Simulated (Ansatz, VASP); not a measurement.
## Two plane-wave programs on TlFe2H4O2

File INCAR:

```
PREC = Accurate ; ENCUT = 520
EDIFF = 1E-7 ; ISMEAR = 1
SIGMA = 0.1359 ; LREAL = F
LASPH = T ; NELM = 60
ALGO = Normal ; ISIF = 2
LWAVE = F ; LCHARG = F
GGA = PE ; NBANDS = 32
```

KPOINTS

```
Automatic mesh
0
Gamma
  5 5 7
```

File POSCAR:

```
TlFe2H4O2
1.0
    3.4437170000      4.0605560000      0.0000000000
    3.4437170000     -4.0605560000      0.0000000000
    0.4504560000      0.0000000000     -3.3759990000
Tl Fe O H
1 2 2 4
Direct
    0.0000000000      0.0000000000      0.0000000000
    0.2385000000      0.2385000000      0.4384000000
    0.7615000000      0.7615000000      0.5616000000
    0.2396000000      0.7604000000      0.0000000000
    0.7604000000      0.2396000000      0.0000000000
    0.3990000000      0.7810000000      0.8610000000
    0.2190000000      0.6010000000      0.1390000000
    0.6010000000      0.2190000000      0.1390000000
    0.7810000000      0.3990000000      0.8610000000
```

Input for Ansatz:

```yaml
crystal:
  lattice:
    - [3.443717, 4.060556, 0.0]
    - [3.443717, -4.060556, 0.0]
    - [0.450456, 0.0, -3.375999]
  atoms:
    - { symbol: Tl, position: [0.0, 0.0, 0.0] }
    - { symbol: Fe, position: [0.2385, 0.2385, 0.4384] }
    - { symbol: Fe, position: [0.7615, 0.7615, 0.5616] }
    - { symbol: O, position: [0.2396, 0.7604, 0.0] }
    - { symbol: O, position: [0.7604, 0.2396, 0.0] }
    - { symbol: H, position: [0.399, 0.781, 0.861] }
    - { symbol: H, position: [0.219, 0.601, 0.139] }
    - { symbol: H, position: [0.601, 0.219, 0.139] }
    - { symbol: H, position: [0.781, 0.399, 0.861] }
  symmetry: { tolerance: 0.0003 }
kpoints:
  mp_grid: { grid: [5, 5, 7], shift: [0, 0, 0] }
  band_path:
    path:
      - [0.0, 0.0, 0.0]
      - [0.5, -0.5, 0.0]
      - [0.5, -0.5, -0.5]
      - [0.0, 0.0, -0.5]
      - [0.0, 0.0, 0.0]
      - [0.0, -0.5, -0.5]
      - [0.0, 0.0, 0.0]
      - [0.0, -0.5, 0.0]
    npoints: 8
magnetization:
  spin_polarized: false
scf:
  occupations: { method: cold, width: 0.1359 }
  lower_state_search: "off"
  max_iter: 200
hamiltonian:
  pseudopotentials: { kind: paw }
  xc: pbe
basis:
  ecutwfc: 420
  fft_grid_basis: typed
output:
  forces: true
  stress: true
  eigenvalues: true
  bader: true
  populations: true
  elf: true
  write_potential: true
  volumetric_format: npy
  dos:
    e_range: [-12, 8]
    de: 0.05
    projected: { site_lists: { Fe: [Fe], H: [H], O: [O], Tl: [Tl] } }
checkpoint:
  read: saved_state
```

Alike in both runs: task single point; functional PBE; k mesh 5 × 5 × 7; no spin polarisation.

```csv
,VASP,Ansatz
version,VASP 6.6.1,Ansatz 0.2.0
potentials or method,"VASP PAW PBE potentials, release 64 (Tl_d, Fe, O, H), cutoff 520 eV",PAW plane waves
occupations,"methfessel-paxton of order 1, width 0.1359 eV","cold, width 0.1359 eV"
valence electrons in the cell,45,61
```

```csv
,VASP,Ansatz,Ansatz less VASP
rms of the force components (eV/Å),2.171,2.115,-0.0560
```

Atom by atom the forces differ by 0.117 eV/Å (rms over components). VASP's potentials hold 45 valence electrons a cell and Ansatz's 61, so a difference there can come from the potentials and not from the codes.

Neither program's run includes spin-orbit coupling.
